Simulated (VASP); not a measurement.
Crystal: PbSe.

```
Pb Se
1.0
     5.17413    0.00000    0.00000
    -2.58707    4.48093    0.00000
     0.00000    0.00000    6.21328
Pb Se
2 2
Direct
  0.33333 0.66667 0.25000
  0.66667 0.33333 0.75000
  0.66667 0.33333 0.25000
  0.33333 0.66667 0.75000
```

Base run:

| Quantity | Value |
| --- | --- |
| Program | VASP 6.6.1 |
| Functional | r2SCAN |
| Potentials or basis | VASP PAW PBE potentials, release 64 (Pb_d, Se) |
| Cutoff | 520 eV |
| k mesh | 6 × 6 × 4 |
| Occupations | gaussian, width 0.5 eV |
| Spin | no spin polarisation |

Its results: band gap on the k mesh 1.48 eV; pressure 0.0 GPa.

Problem. After a change of settings the same cell gave: band gap on the k mesh 2.38 eV (least direct gap 2.40 eV); pressure -0.8 GPa. Which change was it?
A. occupations from gaussian, width 0.5 eV to gaussian, width 0.05 eV
B. k mesh from 6 × 6 × 4 to 2 × 2 × 2; occupations from gaussian, width 0.5 eV to gaussian, width 0.01 eV
C. occupations from gaussian, width 0.5 eV to gaussian, width 0.01 eV; further incar settings from ALGO = Normal; EDIFF = 1e-06; NBANDS = 28 to ALGO = Normal; EDIFF = 1e-07; NBANDS = 28

Solution. B.

Caveats: some runs use coarse meshes; the PAW data sets were made with another functional, which shifts forces and pressure a little; spin-orbit coupling is left out, which moves the levels of the heavy elements; so wide a smearing shifts energies and pressures (at least some runs).
